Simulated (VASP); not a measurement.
# SrTiO3 (Pm-3m) in VASP: further runs

SrTiO3 is run at these levels: PBE; tasks: single point, relaxation of cell and atoms.

Program: VASP 6.6.1. These are calculated values, not measurements. Logs are shortened: lines on timing, memory, paths and dates and some standing lists are left out, and cuts for length are marked.

**1. The cell of the first run**

The structure is cubic, space group Pm-3m (No. 221). Conventional cell: a = 4.051 Å, b = 4.051 Å, c = 4.051 Å, α = 90.00°, β = 90.00°, γ = 90.00°. Within 3.8 Å of Sr (site symmetry m-3m) lie 12 O at 2.86 Å and 8 Ti at 3.51 Å. Ti (site symmetry m-3m) has 6 O at 2.03 Å within 2.7 Å. O (site symmetry 4/mmm) has 2 Ti at 2.03 Å within 2.7 Å.

**2. Single point, PBE (13.30 Å³/atom)**

The input, INCAR:

```
PREC = Accurate
ENCUT = 600
EDIFF = 1E-6
ISMEAR = 0
SIGMA = 0.02
LREAL = False
LASPH = True
NELM = 120
ALGO = Normal
ISIF = 2
LWAVE = False
LCHARG = False
GGA = PE
NBANDS = 28
GGA_COMPAT = False
```

The input, KPOINTS:

```
Automatic mesh
0
Gamma
  8 8 8
```

The input, POSCAR:

```
SrTiO3
1.0
    4.0510696618      0.0000000000      0.0000000000
    0.0000000000      4.0510696618      0.0000000000
    0.0000000000      0.0000000000      4.0510696618
Sr Ti O
1 1 3
Direct
    0.5000000000      0.5000000000      0.5000000000
    0.0000000000      0.0000000000      0.0000000000
    0.5000000000      0.0000000000      0.0000000000
    0.0000000000      0.5000000000      0.0000000000
    0.0000000000      0.0000000000      0.5000000000
```

Potentials or basis: VASP PAW PBE potentials, release 64 (Sr_sv, Ti_sv, O).

Command:

```console
> cat potpaw_PBE.64/Sr_sv/POTCAR potpaw_PBE.64/Ti_sv/POTCAR potpaw_PBE.64/O/POTCAR > POTCAR
> mpirun -np 1 vasp_std > vasp.out
```

OUTCAR:

```text
PREC = Accurate
   ENCUT = 600
   EDIFF = 1E-6
   ISMEAR = 0
   LREAL = False
   LASPH = True
   NELM = 120
   ISIF = 2
   GGA = PE

 ion  position               nearest neighbor table
   1  0.500  0.500  0.500-   3 2.86   4 2.86   5 2.86   3 2.86   4 2.86   3 2.86   5 2.86   3 2.86
                             4 2.86   5 2.86   4 2.86   5 2.86   2 3.51   2 3.51   2 3.51   2 3.51
   2  0.000  0.000  0.000-   3 2.03   4 2.03   5 2.03   5 2.03   4 2.03   3 2.03   1 3.51   1 3.51
                             1 3.51   1 3.51   1 3.51   1 3.51   1 3.51   1 3.51
   3  0.500  0.000  0.000-   2 2.03   2 2.03   1 2.86   1 2.86   1 2.86   1 2.86
   4  0.000  0.500  0.000-   2 2.03   2 2.03   1 2.86   1 2.86   1 2.86   1 2.86
   5  0.000  0.000  0.500-   2 2.03   2 2.03   1 2.86   1 2.86   1 2.86   1 2.86

  LATTYP: Found a simple cubic cell.
 ALAT       =     4.0510696618

  Lattice vectors:

 A1 = (   4.0510696618,   0.0000000000,   0.0000000000)
 A2 = (   0.0000000000,   4.0510696618,   0.0000000000)
 A3 = (   0.0000000000,   0.0000000000,   4.0510696618)

Analysis of symmetry for initial positions (statically):
=====================================================================
 Subroutine PRICEL returns:
 Original cell was already a primitive cell.

 Routine SETGRP: Setting up the symmetry group for a
 simple cubic supercell.

 Subroutine GETGRP returns: Found 48 space group operations
 (whereof 48 operations were pure point group operations)
 out of a pool of 48 trial point group operations.

The static configuration has the point symmetry O_h .

Analysis of symmetry for dynamics (positions and initial velocities):
=====================================================================
 Subroutine PRICEL returns:
 Original cell was already a primitive cell.

 Routine SETGRP: Setting up the symmetry group for a
 simple cubic supercell.

 Subroutine GETGRP returns: Found 48 space group operations
 (whereof 48 operations were pure point group operations)
 out of a pool of 48 trial point group operations.

The dynamic configuration has the point symmetry O_h .

 Subroutine INISYM returns: Found 48 space group operations
 (whereof 48 operations are pure point group operations),
 and found     1 'primitive' translations

----------------------------------------------------------------------------------------

                                     Primitive cell

  volume of cell :      66.4828

  direct lattice vectors                    reciprocal lattice vectors
     4.051069662  0.000000000  0.000000000     0.246848384  0.000000000  0.000000000
     0.000000000  4.051069662  0.000000000     0.000000000  0.246848384  0.000000000
     0.000000000  0.000000000  4.051069662     0.000000000  0.000000000  0.246848384

  length of vectors
     4.051069662  4.051069662  4.051069662     0.246848384  0.246848384  0.246848384

  position of ions in fractional coordinates (direct lattice)
     0.500000000  0.500000000  0.500000000
     0.000000000  0.000000000  0.000000000
     0.500000000  0.000000000  0.000000000
     0.000000000  0.500000000  0.000000000
     0.000000000  0.000000000  0.500000000

  ion indices of the primitive-cell ions
   primitive index   ion index
                 1           1
                 2           2
                 3           3
                 4           4
                 5           5

----------------------------------------------------------------------------------------

 KPOINTS: Automatic mesh

Automatic generation of k-mesh.
 Grid dimensions read from file:
 generate k-points for:    8    8    8

 Generating k-lattice:

  Cartesian coordinates                     Fractional coordinates (reciprocal lattice)
     0.030856048  0.000000000  0.000000000     0.125000000  0.000000000  0.000000000
     0.000000000  0.030856048  0.000000000     0.000000000  0.125000000  0.000000000
     0.000000000  0.000000000  0.030856048     0.000000000  0.000000000  0.125000000

  Length of vectors
     0.030856048  0.030856048  0.030856048

  Shift w.r.t. Gamma in fractional coordinates (k-lattice)
     0.000000000  0.000000000  0.000000000

 Subroutine IBZKPT returns following result:
 ===========================================

 Found     35 irreducible k-points:

 Following reciprocal coordinates:
            Coordinates               Weight
  0.000000  0.000000  0.000000      1.000000
  0.125000  0.000000  0.000000      6.000000
  0.250000  0.000000  0.000000      6.000000
  0.375000  0.000000  0.000000      6.000000
  0.500000  0.000000  0.000000      3.000000
  0.125000  0.125000  0.000000     12.000000
[... 16 lines left out ...]
  0.375000  0.375000  0.125000     24.000000
  0.500000  0.375000  0.125000     24.000000
 [... further k-points ...]
   k-points           NKPTS =     35   k-points in BZ     NKDIM =     35   number of bands    NBANDS=     28
   number of dos      NEDOS =    301   number of ions     NIONS =      5
   total plane-waves  NPLWV =  32768
   dimension x,y,z NGX =    32 NGY =   32 NGZ =   32
   dimension x,y,z NGXF=    64 NGYF=   64 NGZF=   64
   ions per type =               1   1   3
   NGX,Y,Z   is equivalent  to a cutoff of  13.13, 13.13, 13.13 a.u.
   NGXF,Y,Z  is equivalent  to a cutoff of  26.26, 26.26, 26.26 a.u.
 SYSTEM =  unknown system
   PREC   = accura    normal or accurate (medium, high low for compatibility)
   ISTART =      0    job   : 0-new  1-cont  2-samecut
   ICHARG =      2    charge: 1-file 2-atom 10-const
   ISPIN  =      1    spin polarized calculation?
   LNONCOLLINEAR =      F non collinear calculations
   LSORBIT =      F    spin-orbit coupling
   LASPH  =      T    aspherical Exc in radial PAW
   ENCUT  =  600.0 eV  44.10 Ry    6.64 a.u.   8.09  8.09  8.09*2*pi/ulx,y,z
   NELM   =    120;   NELMIN=  2; NELMDL= -5     # of ELM steps
   EDIFF  = 0.1E-05   stopping-criterion for ELM
   LREAL  =      F    real-space projection
   EDIFFG = 0.1E-04   stopping-criterion for IOM
   NSW    =      0    number of steps for IOM
   IBRION =     -1    ionic relax: 0-MD 1-quasi-New 2-CG
   NFREE  =      0    steps in history (QN), initial steepest desc. (CG)
   ISIF   =      2    stress and relaxation
   ISYM   =      2    0-nonsym 1-usesym 2-fastsym
   POTIM  = 0.5000    time-step for ionic-motion
   TEBEG  =    0.0;   TEEND  =   0.0 temperature during run
   PSTRESS=    0.0 pullay stress
   NELECT =      40.0000    total number of electrons
   NUPDOWN=      -1.0000    fix difference up-down
   EMIN   =  10.00;   EMAX   =-10.00  energy-range for DOS
   EFERMI =   0.00;   METHOD = LEGACY
   ISMEAR =     0;   SIGMA  =   0.02  broadening in eV -4-tet -1-fermi 0-gaus
   EFERMI_NEDOS =   21; number of points for ismear=-14 and -15
   IALGO  =     38    algorithm
   IMIX   =      4    mixing-type and parameters
     AMIX     =   0.40;   BMIX     =  1.00
     AMIX_MAG =   1.60;   BMIX_MAG =  1.00
  volume/ion in A,a.u.               =      13.30        89.73
  Fermi-wavevector in a.u.,A,eV,Ry     =   1.382054  2.611704 25.988137  1.910074
  Thomas-Fermi vector in A             =   2.506781
   LORBIT       =      0    0 simple, 1 ext, 2 COOP (PROOUT), +10 PAW based schemes
   GGA     = PE    functional components
   LHFCALC =     F    Hartree Fock is set to
   AEXX    =    0.0000 exact exchange contribution
   IVDW    =     0    specifies the selected vdW correction
   LEPSILON=     F    determine dielectric tensor
   LRPA    =     F    only Hartree local field effects (RPA)
 non-spin polarized calculation
 Gauss-broadening in eV      SIGMA  =   0.02
  energy-cutoff  :      600.00
  volume of cell :       66.48
 maximum number of plane-waves:      2272
   NGX = 17   NGY = 17   NGZ = 17

 number of electron      40.0000023 magnetization

 Free energy of the ion-electron system (eV)
  ---------------------------------------------------
  ext. energy  EPLUGINS =         0.00000000
  ---------------------------------------------------
  free energy    TOTEN  =       -39.90955055 eV

  energy without entropy =      -39.90955055  energy(sigma->0) =      -39.90955055

 E-fermi :   3.4625     XC(G=0): -10.7002

 val. band max:        3.3053223876   @ k =   0.5000   0.5000   0.5000
 cond. band min:       4.9505484848   @ k =   0.0000   0.0000   0.0000
 fundamental gap:      1.6452260972
 Fermi energy:         3.4625479536

 k-point     1 :       0.0000    0.0000    0.0000
  band No.  band energies     occupation
      1     -53.5975      2.00000
      2     -29.8437      2.00000
      3     -29.7827      2.00000
      4     -29.7827      2.00000
      5     -29.7827      2.00000
      6     -13.7287      2.00000
[... 20 lines left out ...]
     27       8.5896      0.00000
     28       8.6006      0.00000

 k-point     2 :       0.1250    0.0000    0.0000
  band No.  band energies     occupation
      1     -53.5973      2.00000
      2     -29.8529      2.00000
      3     -29.7825      2.00000
      4     -29.7825      2.00000
      5     -29.7776      2.00000
      6     -13.7349      2.00000
[... 20 lines left out ...]
     27       8.8251      0.00000
     28       8.9673      0.00000

 k-point     3 :       0.2500    0.0000    0.0000
  band No.  band energies     occupation
      1     -53.5971      2.00000
      2     -29.8724      2.00000
      3     -29.7820      2.00000
      4     -29.7820      2.00000
      5     -29.7681      2.00000
      6     -13.7852      2.00000
[... 20 lines left out ...]
     27       9.3910      0.00000
     28       9.9718      0.00000

 k-point     4 :       0.3750    0.0000    0.0000
  band No.  band energies     occupation
      1     -53.5968      2.00000
      2     -29.8900      2.00000
      3     -29.7814      2.00000
      4     -29.7814      2.00000
      5     -29.7603      2.00000
      6     -13.8665      2.00000
[... 578 lines left out ...]
     27      10.9102      0.00000
     28      11.1110      0.00000

 k-point    23 :       0.3750    0.3750    0.1250
  band No.  band energies     occupation
      1     -53.5960      2.00000
      2     -29.8514      2.00000
      3     -29.8166      2.00000
      4     -29.7889      2.00000
      5     -29.7837      2.00000
      6     -13.4003      2.00000
[... 20 lines left out ...]
     27      10.9131      0.00000
     28      11.3686      0.00000

 k-point    24 :       0.5000    0.3750    0.1250
  band No.  band energies     occupation
      1     -53.5959      2.00000
      2     -29.8458      2.00000
      3     -29.8164      2.00000
      4     -29.7964      2.00000
      5     -29.7860      2.00000
      6     -13.3244      2.00000
[... 20 lines left out ...]
     27      11.0188      0.00000
     28      11.4481      0.00000

 [... further k-points ...]
[... 5 lines left out ...]
  --------------------------------------------------------------------------------------
  -------------------------------------------------------------------------------------
  Total       -4.9067688     -4.9067688     -4.9067688     -0.0000000     -0.0000000      0.0000000
  in kB     -118.2488820   -118.2488820   -118.2488820     -0.0000000     -0.0000000      0.0000000
  external PRESSURE =    -118.2488820 kB  Pullay stress =       0.0000000 kB

 VOLUME and BASIS-vectors are now :
 -----------------------------------------------------------------------------
  energy-cutoff  :      600.00
  volume of cell :       66.48
      direct lattice vectors                 reciprocal lattice vectors
     4.051069662  0.000000000  0.000000000     0.246848384  0.000000000  0.000000000
     0.000000000  4.051069662  0.000000000     0.000000000  0.246848384  0.000000000
     0.000000000  0.000000000  4.051069662     0.000000000  0.000000000  0.246848384

 POSITION                                       TOTAL-FORCE (eV/Angst)
 -----------------------------------------------------------------------------------
      2.02553      2.02553      2.02553         0.000000      0.000000      0.000000
      0.00000      0.00000      0.00000         0.000000      0.000000      0.000000
      2.02553      0.00000      0.00000         0.000000      0.000000      0.000000
      0.00000      2.02553      0.00000         0.000000      0.000000      0.000000
      0.00000      0.00000      2.02553         0.000000      0.000000      0.000000
 -----------------------------------------------------------------------------------
    total drift:                                0.000000      0.000000     -0.000000

  FREE ENERGIE OF THE ION-ELECTRON SYSTEM (eV)
  ---------------------------------------------------
  free  energy   TOTEN  =       -39.9095505517 eV

  energy  without entropy=      -39.9095505517  energy(sigma->0) =      -39.90955055
```

Wall time 31 s (1 thread of Intel Xeon 6975P-C (Granite Rapids), shared host); peak memory 0.23 GiB.

Results:

| Property | Result |
| --- | --- |
| Free energy | -39.9096 eV |
| Pressure | -11.8 GPa |
| Band gap on the k mesh | 1.65 eV (least direct gap 2.05 eV) |

Levels at points of the mesh, in eV from the valence-band top:
```tsv
k point	band 17	band 18	band 19	band 20	band 21	band 22	band 23	band 24
(0.00, 0.00, 0.00)	-1.00	-0.40	-0.40	-0.40	1.65	1.65	1.65	3.56
(0.50, 0.00, 0.00)	-2.09	-1.67	-0.72	-0.72	1.77	3.24	3.24	3.57
(0.50, 0.50, 0.00)	-1.76	-1.45	-1.45	-0.08	3.24	3.24	3.64	4.38
(0.50, 0.50, 0.50)	-3.41	0.00	0.00	0.00	3.80	3.80	3.80	6.52
```

Caveat: the cell stands under tension. A k mesh can miss the band edges.

**3. Relaxation of cell and atoms, PBE**

This run uses another cell than the first one, of 12.35 Å³/atom.

The input, INCAR:

```
SYSTEM = SrTiO3
PREC = Accurate
ENCUT = 600
EDIFF = 1E-7
ISMEAR = 0
SIGMA = 0.02
LREAL = .False.
LASPH = .True.
NELM = 120
ALGO = Normal
ISIF = 3
LWAVE = .False.
LCHARG = .False.
GGA = PE
IBRION = 2
NSW = 50
EDIFFG = -0.003
GGA_COMPAT = .False.
NELMIN = 4
```

The input, KPOINTS:

```
Automatic mesh
0
Gamma
  8 8 8
  0 0 0
```

Edit POSCAR of step 2 so:

```diff
@@ -2,5 +2,5 @@
 1.0
-    4.0510696618      0.0000000000      0.0000000000
-    0.0000000000      4.0510696618      0.0000000000
-    0.0000000000      0.0000000000      4.0510696618
+    3.9521497445      0.0000000000      0.0000000000
+    0.0000000000      3.9521497445      0.0000000000
+    0.0000000000      0.0000000000      3.9521497445
 Sr Ti O
```

Potentials or basis: VASP PAW PBE potentials, release 64 (Sr_sv, Ti_sv, O).

Command:

```console
> cat potpaw_PBE.64/Sr_sv/POTCAR potpaw_PBE.64/Ti_sv/POTCAR potpaw_PBE.64/O/POTCAR > POTCAR
> mpirun -np 1 vasp_std > vasp.out
```

Wall time 68 s (1 thread of Intel Xeon 6975P-C (Granite Rapids), shared host); peak memory 0.23 GiB.

It converged, with:

```
Free energy                           : -40.1117 eV
Relaxed volume                        : 12.23 Å³/atom
Relaxed cell                          : a = 3.940 Å, b = 3.940 Å, c = 3.940 Å, α = 90.00°, β = 90.00°, γ = 90.00°
Space group after relaxing (to 0.1 Å) : Pm-3m (No. 221)
Energy gained by relaxing             : 0.6 meV/atom
Ionic steps                           : 3
Pressure after relaxing               : 0.0 GPa
Band gap on the k mesh                : 1.81 eV (least direct gap 2.18 eV)
```

The path:
```tsv
step	energy change (eV)	largest force (eV/Å)	pressure (GPa)	volume (Å³)
1	0.0000	0.0000	-1.56	61.73
2	-0.0008	0.0000	1.38	60.66
3	-0.0029	0.0000	0.00	61.15
```

Final structure:
```
Sr Ti O
1.0
     3.93967    0.00000    0.00000
     0.00000    3.93967    0.00000
     0.00000    0.00000    3.93967
Sr Ti O
1 1 3
Direct
  0.50000 0.50000 0.50000
  0.00000 0.00000 0.00000
  0.50000 0.00000 0.00000
  0.00000 0.50000 0.00000
  0.00000 0.00000 0.50000
```

Levels at points of the mesh, in eV from the valence-band top:
| k point | band 17 | band 18 | band 19 | band 20 | band 21 | band 22 | band 23 | band 24 |
| --- | --- | --- | --- | --- | --- | --- | --- | --- |
| (0.00, 0.00, 0.00) | -1.13 | -0.37 | -0.37 | -0.37 | 1.81 | 1.81 | 1.81 | 4.12 |
| (0.50, 0.00, 0.00) | -2.29 | -1.91 | -0.73 | -0.73 | 1.96 | 3.64 | 3.64 | 4.13 |
| (0.50, 0.50, 0.00) | -1.74 | -1.54 | -1.54 | -0.09 | 3.65 | 3.65 | 4.09 | 5.06 |
| (0.50, 0.50, 0.50) | -3.66 | 0.00 | 0.00 | 0.00 | 4.29 | 4.29 | 4.29 | 6.84 |

A k mesh can miss the band edges.
